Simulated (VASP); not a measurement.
# Mn3SnN (Pm-3m) in VASP: single point with LDA

Aim: the single point of Mn3SnN with LDA.

Everything below comes from runs of VASP 6.6.1. Logs are shortened: lines on timing, memory, paths and dates and some standing lists are left out, and cuts for length are marked.

### Step 1. The cell of the first run

The structure is cubic, space group Pm-3m (No. 221). Conventional cell: a = 3.879 Å, b = 3.879 Å, c = 3.879 Å, α = 90.00°, β = 90.00°, γ = 90.00°. Within 2.6 Å of Mn (site symmetry 4/mmm) lie 2 N at 1.94 Å. Sn (site symmetry m-3m) has 12 Mn at 2.74 Å and 8 N at 3.36 Å within 3.6 Å. N (site symmetry m-3m) has 6 Mn at 1.94 Å within 2.6 Å.

### Step 2. Single point, LDA, collinear spin, ferromagnetic start

INCAR reads:

```
ALGO     = Normal         # electronic algorithm
EDIFF    = 1E-6           # SCF threshold, eV
ENCUT    = 600            # plane-wave cutoff, eV
GGA_COMPAT= F            
ISIF     = 2              # what is computed and relaxed
ISMEAR   = -1             # smearing method
ISPIN    = 2              # spin polarisation
LASPH    = T              # aspherical terms in the spheres
LCHARG   = F              # write CHGCAR
LMAXMIX  = 4              # l up to which the mixer works
LORBIT   = 11             # projections on sites
LREAL    = F              # projectors in reciprocal space
LWAVE    = F              # write WAVECAR
MAGMOM   = 5.2 5.2 5.2 0 0 # initial moments
NBANDS   = 41             # bands
NELM     = 200            # most SCF steps
PREC     = Accurate       # precision mode
SIGMA    = 0.05           # smearing width, eV
```

KPOINTS reads:

```
k-points
0
Gamma
  8 8 8
```

POSCAR reads:

```
Mn3SnN
1.0
    3.8789410000      0.0000000000      0.0000000000
    0.0000000000      3.8789410000      0.0000000000
    0.0000000000      0.0000000000      3.8789410000
Mn Sn N
3 1 1
Direct
    0.0000000000      0.5000000000      0.5000000000
    0.5000000000      0.5000000000      0.0000000000
    0.5000000000      0.0000000000      0.5000000000
    0.0000000000      0.0000000000      0.0000000000
    0.5000000000      0.5000000000      0.5000000000
```

Potentials or basis: VASP PAW LDA potentials, release 64 (Mn_pv, Sn_d, N).

Run with:

```console
$ cat potpaw_LDA.64/Mn_pv/POTCAR potpaw_LDA.64/Sn_d/POTCAR potpaw_LDA.64/N/POTCAR > POTCAR
$ mpirun -np 1 vasp_std > vasp.out
```

OUTCAR:

```text
EDIFF = 1E-6
   ENCUT = 600
   ISIF = 2
   ISMEAR = -1
   ISPIN = 2
   LASPH = T
   LORBIT = 11
   LREAL = F
   NELM = 200
   PREC = Accurate

 ion  position               nearest neighbor table
   1  0.000  0.500  0.500-   5 1.94   5 1.94   4 2.74   2 2.74   2 2.74   4 2.74   3 2.74   4 2.74
                             4 2.74   2 2.74   3 2.74   3 2.74   2 2.74   3 2.74
   2  0.500  0.500  0.000-   5 1.94   5 1.94   4 2.74   1 2.74   1 2.74   3 2.74   3 2.74   3 2.74
                             4 2.74   3 2.74   1 2.74   4 2.74   1 2.74   4 2.74
   3  0.500  0.000  0.500-   5 1.94   5 1.94   4 2.74   1 2.74   2 2.74   4 2.74   1 2.74   2 2.74
                             2 2.74   2 2.74   1 2.74   4 2.74   4 2.74   1 2.74
   4  0.000  0.000  0.000-   1 2.74   2 2.74   3 2.74   1 2.74   3 2.74   1 2.74   2 2.74   1 2.74
                             2 2.74   3 2.74   3 2.74   2 2.74
   5  0.500  0.500  0.500-   1 1.94   2 1.94   3 1.94   2 1.94   3 1.94   1 1.94

  LATTYP: Found a simple cubic cell.
 ALAT       =     3.8789410000

  Lattice vectors:

 A1 = (   3.8789410000,   0.0000000000,   0.0000000000)
 A2 = (   0.0000000000,   3.8789410000,   0.0000000000)
 A3 = (   0.0000000000,   0.0000000000,   3.8789410000)

Analysis of symmetry for initial positions (statically):
=====================================================================
 Subroutine PRICEL returns:
 Original cell was already a primitive cell.

 Routine SETGRP: Setting up the symmetry group for a
 simple cubic supercell.

 Subroutine GETGRP returns: Found 48 space group operations
 (whereof 48 operations were pure point group operations)
 out of a pool of 48 trial point group operations.

The static configuration has the point symmetry O_h .

Analysis of symmetry for dynamics (positions and initial velocities):
=====================================================================
 Subroutine PRICEL returns:
 Original cell was already a primitive cell.

 Routine SETGRP: Setting up the symmetry group for a
 simple cubic supercell.

 Subroutine GETGRP returns: Found 48 space group operations
 (whereof 48 operations were pure point group operations)
 out of a pool of 48 trial point group operations.

The dynamic configuration has the point symmetry O_h .

Analysis of structural, dynamic, and magnetic symmetry:
=====================================================================
 Subroutine PRICEL returns:
 Original cell was already a primitive cell.

 Routine SETGRP: Setting up the symmetry group for a
 simple cubic supercell.

 Subroutine GETGRP returns: Found 48 space group operations
 (whereof 48 operations were pure point group operations)
 out of a pool of 48 trial point group operations.

The overall configuration has the point symmetry O_h .

 Subroutine INISYM returns: Found 48 space group operations
 (whereof 48 operations are pure point group operations),
 and found     1 'primitive' translations

----------------------------------------------------------------------------------------

                                     Primitive cell

  volume of cell :      58.3633

  direct lattice vectors                    reciprocal lattice vectors
     3.878941000  0.000000000  0.000000000     0.257802323  0.000000000  0.000000000
     0.000000000  3.878941000  0.000000000     0.000000000  0.257802323  0.000000000
     0.000000000  0.000000000  3.878941000     0.000000000  0.000000000  0.257802323

  length of vectors
     3.878941000  3.878941000  3.878941000     0.257802323  0.257802323  0.257802323

  position of ions in fractional coordinates (direct lattice)
     0.000000000  0.500000000  0.500000000
     0.500000000  0.500000000  0.000000000
     0.500000000  0.000000000  0.500000000
     0.000000000  0.000000000  0.000000000
     0.500000000  0.500000000  0.500000000

  ion indices of the primitive-cell ions
   primitive index   ion index
                 1           1
                 2           2
                 3           3
                 4           4
                 5           5

----------------------------------------------------------------------------------------

 KPOINTS: k-points

Automatic generation of k-mesh.
 Grid dimensions read from file:
 generate k-points for:    8    8    8

 Generating k-lattice:

  Cartesian coordinates                     Fractional coordinates (reciprocal lattice)
     0.032225290  0.000000000  0.000000000     0.125000000  0.000000000  0.000000000
     0.000000000  0.032225290  0.000000000     0.000000000  0.125000000  0.000000000
     0.000000000  0.000000000  0.032225290     0.000000000  0.000000000  0.125000000

  Length of vectors
     0.032225290  0.032225290  0.032225290

  Shift w.r.t. Gamma in fractional coordinates (k-lattice)
     0.000000000  0.000000000  0.000000000

 Subroutine IBZKPT returns following result:
 ===========================================

 Found     35 irreducible k-points:

 Following reciprocal coordinates:
            Coordinates               Weight
  0.000000  0.000000  0.000000      1.000000
  0.125000  0.000000  0.000000      6.000000
  0.250000  0.000000  0.000000      6.000000
  0.375000  0.000000  0.000000      6.000000
  0.500000  0.000000  0.000000      3.000000
  0.125000  0.125000  0.000000     12.000000
[... 16 lines left out ...]
  0.375000  0.375000  0.125000     24.000000
  0.500000  0.375000  0.125000     24.000000
 [... further k-points ...]
   k-points           NKPTS =     35   k-points in BZ     NKDIM =     35   number of bands    NBANDS=     41
   number of dos      NEDOS =    301   number of ions     NIONS =      5
   total plane-waves  NPLWV =  32768
   dimension x,y,z NGX =    32 NGY =   32 NGZ =   32
   dimension x,y,z NGXF=    64 NGYF=   64 NGZF=   64
   ions per type =               3   1   1
   NGX,Y,Z   is equivalent  to a cutoff of  13.71, 13.71, 13.71 a.u.
   NGXF,Y,Z  is equivalent  to a cutoff of  27.43, 27.43, 27.43 a.u.
 SYSTEM =  unknown system
   PREC   = accura    normal or accurate (medium, high low for compatibility)
   ISTART =      0    job   : 0-new  1-cont  2-samecut
   ICHARG =      2    charge: 1-file 2-atom 10-const
   ISPIN  =      2    spin polarized calculation?
   LNONCOLLINEAR =      F non collinear calculations
   LSORBIT =      F    spin-orbit coupling
   LASPH  =      T    aspherical Exc in radial PAW
   ENCUT  =  600.0 eV  44.10 Ry    6.64 a.u.   7.75  7.75  7.75*2*pi/ulx,y,z
   NELM   =    200;   NELMIN=  2; NELMDL= -5     # of ELM steps
   EDIFF  = 0.1E-05   stopping-criterion for ELM
   LREAL  =      F    real-space projection
   EDIFFG = 0.1E-04   stopping-criterion for IOM
   NSW    =      0    number of steps for IOM
   IBRION =     -1    ionic relax: 0-MD 1-quasi-New 2-CG
   NFREE  =      0    steps in history (QN), initial steepest desc. (CG)
   ISIF   =      2    stress and relaxation
   ISYM   =      2    0-nonsym 1-usesym 2-fastsym
   POTIM  = 0.5000    time-step for ionic-motion
   TEBEG  =    0.0;   TEEND  =   0.0 temperature during run
   PSTRESS=    0.0 pullay stress
   NELECT =      58.0000    total number of electrons
   NUPDOWN=      -1.0000    fix difference up-down
   EMIN   =  10.00;   EMAX   =-10.00  energy-range for DOS
   EFERMI =   0.00;   METHOD = LEGACY
   ISMEAR =    -1;   SIGMA  =   0.05  broadening in eV -4-tet -1-fermi 0-gaus
   EFERMI_NEDOS =   21; number of points for ismear=-14 and -15
   IALGO  =     38    algorithm
   IMIX   =      4    mixing-type and parameters
     AMIX     =   0.40;   BMIX     =  1.00
     AMIX_MAG =   1.60;   BMIX_MAG =  1.00
  volume/ion in A,a.u.               =      11.67        78.77
  Fermi-wavevector in a.u.,A,eV,Ry     =   1.633695  3.087236 36.313398  2.668959
  Thomas-Fermi vector in A             =   2.725457
   LORBIT       =     11    0 simple, 1 ext, 2 COOP (PROOUT), +10 PAW based schemes
   GGA     = CA    functional components
   LHFCALC =     F    Hartree Fock is set to
   AEXX    =    0.0000 exact exchange contribution
   IVDW    =     0    specifies the selected vdW correction
   LEPSILON=     F    determine dielectric tensor
   LRPA    =     F    only Hartree local field effects (RPA)
 spin polarized calculation
  energy-cutoff  :      600.00
  volume of cell :       58.36
 maximum number of plane-waves:      1980
 NGX is ok and might be reduce to    32
   NGX = 15   NGY = 15   NGZ = 15

 number of electron      58.0000000 magnetization      15.6000000

 number of electron      57.9999970 magnetization       2.2992054

 Free energy of the ion-electron system (eV)
  ---------------------------------------------------
  ext. energy  EPLUGINS =         0.00000000
  ---------------------------------------------------
  free energy    TOTEN  =       -45.19187750 eV

  energy without entropy =      -45.14938740  energy(sigma->0) =      -45.17063245

 E-fermi :  11.0140     XC(G=0): -13.5009

 val. band max:       10.9973967094   @ k =   0.0000   0.0000   0.0000
 cond. band min:      11.0174912760   @ k =   0.5000   0.2500   0.1250
 fundamental gap:      0.0200945666
 Fermi energy:        11.0140283739

 spin component 1

 k-point     1 :       0.0000    0.0000    0.0000
  band No.  band energies     occupation
      1     -37.2723      1.00000
      2     -37.2723      1.00000
      3     -37.2723      1.00000
      4     -36.9876      1.00000
      5     -36.9876      1.00000
      6     -36.9876      1.00000
[... 33 lines left out ...]
     40      18.6102      0.00000
     41      21.4086      0.00000

 k-point     2 :       0.1250    0.0000    0.0000
  band No.  band energies     occupation
      1     -37.2694      1.00000
      2     -37.2694      1.00000
      3     -37.2675      1.00000
      4     -36.9890      1.00000
      5     -36.9890      1.00000
      6     -36.9880      1.00000
[... 957 lines left out ...]
     40      18.7117      0.00000
     41      19.6963      0.00000

 k-point    24 :       0.5000    0.3750    0.1250
  band No.  band energies     occupation
      1     -37.3569      1.00000
      2     -37.2079      1.00000
      3     -37.1365      1.00000
      4     -37.0870      1.00000
      5     -37.0387      1.00000
      6     -37.0323      1.00000
[... 33 lines left out ...]
     40      18.4505      0.00000
     41      19.6980      0.00000

 [... further k-points ...]

 spin component 2

 k-point     1 :       0.0000    0.0000    0.0000
  band No.  band energies     occupation
      1     -36.6962      1.00000
      2     -36.6962      1.00000
      3     -36.6962      1.00000
      4     -36.0997      1.00000
      5     -36.0997      1.00000
      6     -36.0997      1.00000
[... 33 lines left out ...]
     40      18.7157      0.00000
     41      21.5971      0.00000

 k-point     2 :       0.1250    0.0000    0.0000
  band No.  band energies     occupation
      1     -36.6947      1.00000
      2     -36.6947      1.00000
      3     -36.6941      1.00000
      4     -36.1033      1.00000
      5     -36.1000      1.00000
      6     -36.1000      1.00000
[... 957 lines left out ...]
     40      18.9711      0.00000
     41      19.9372      0.00000

 k-point    24 :       0.5000    0.3750    0.1250
  band No.  band energies     occupation
      1     -36.8079      1.00000
      2     -36.6527      1.00000
      3     -36.5788      1.00000
      4     -36.1897      1.00000
      5     -36.1392      1.00000
      6     -36.1351      1.00000
[... 33 lines left out ...]
     40      18.6943      0.00000
     41      19.9442      0.00000

 [... further k-points ...]
[... 5 lines left out ...]
  --------------------------------------------------------------------------------------
  -------------------------------------------------------------------------------------
  Total       -6.1540288     -6.1540288     -6.1540288     -0.0000000      0.0000000     -0.0000000
  in kB     -168.9392595   -168.9392595   -168.9392595     -0.0000000      0.0000000     -0.0000000
  external PRESSURE =    -168.9392595 kB  Pullay stress =       0.0000000 kB

 VOLUME and BASIS-vectors are now :
 -----------------------------------------------------------------------------
  energy-cutoff  :      600.00
  volume of cell :       58.36
      direct lattice vectors                 reciprocal lattice vectors
     3.878941000  0.000000000  0.000000000     0.257802323  0.000000000  0.000000000
     0.000000000  3.878941000  0.000000000     0.000000000  0.257802323  0.000000000
     0.000000000  0.000000000  3.878941000     0.000000000  0.000000000  0.257802323

 POSITION                                       TOTAL-FORCE (eV/Angst)
 -----------------------------------------------------------------------------------
      0.00000      1.93947      1.93947         0.000000      0.000000      0.000000
      1.93947      1.93947      0.00000         0.000000      0.000000      0.000000
      1.93947      0.00000      1.93947         0.000000      0.000000      0.000000
      0.00000      0.00000      0.00000         0.000000      0.000000      0.000000
      1.93947      1.93947      1.93947         0.000000      0.000000      0.000000
 -----------------------------------------------------------------------------------
    total drift:                                0.000000     -0.000000     -0.000000

  FREE ENERGIE OF THE ION-ELECTRON SYSTEM (eV)
  ---------------------------------------------------
  free  energy   TOTEN  =       -45.1918775029 eV

  energy  without entropy=      -45.1493873975  energy(sigma->0) =      -45.17063245

 total charge

# of ion       s       p       d       tot
------------------------------------------
    1        0.294   6.326   5.307  11.927
    2        0.294   6.326   5.307  11.927
    3        0.294   6.326   5.307  11.927
    4        1.090   1.362  10.091  12.543
    5        1.227   2.467   0.000   3.694
--------------------------------------------------
tot          3.201  22.807  26.011  52.019

 magnetization (x)

# of ion       s       p       d       tot
------------------------------------------
    1       -0.001   0.002   0.797   0.797
    2       -0.001   0.002   0.797   0.797
    3       -0.001   0.002   0.797   0.797
    4       -0.013  -0.068   0.010  -0.070
    5       -0.004  -0.055   0.000  -0.060
--------------------------------------------------
tot         -0.021  -0.117   2.400   2.262
```

Wall time 2 min (1 thread of Intel Xeon Platinum 8259CL at 2.50GHz (Skylake/Cascade Lake), shared host); peak memory 0.27 GiB.

What came out:

```
Free energy                                           : -45.1919 eV
Pressure                                              : -16.9 GPa
Net moment                                            : 2.30 μB per cell
Site moments                                          : Mn +0.80; Sn -0.07; N -0.06 μB
Valence electrons inside the program's atomic spheres : Mn 11.93; Sn 12.54; N 3.69
```

Caveat: spin-orbit coupling is left out, which moves the levels of the heavy elements; the moment fell far below its start of 5.2 μB, so a state of higher moment may lie lower in energy; only a ferromagnetic start was run, and an antiferromagnetic order may lie lower in energy. With open d or f shells a metallic result of LDA can be an artefact of self-interaction; +U or a hybrid may open a gap.
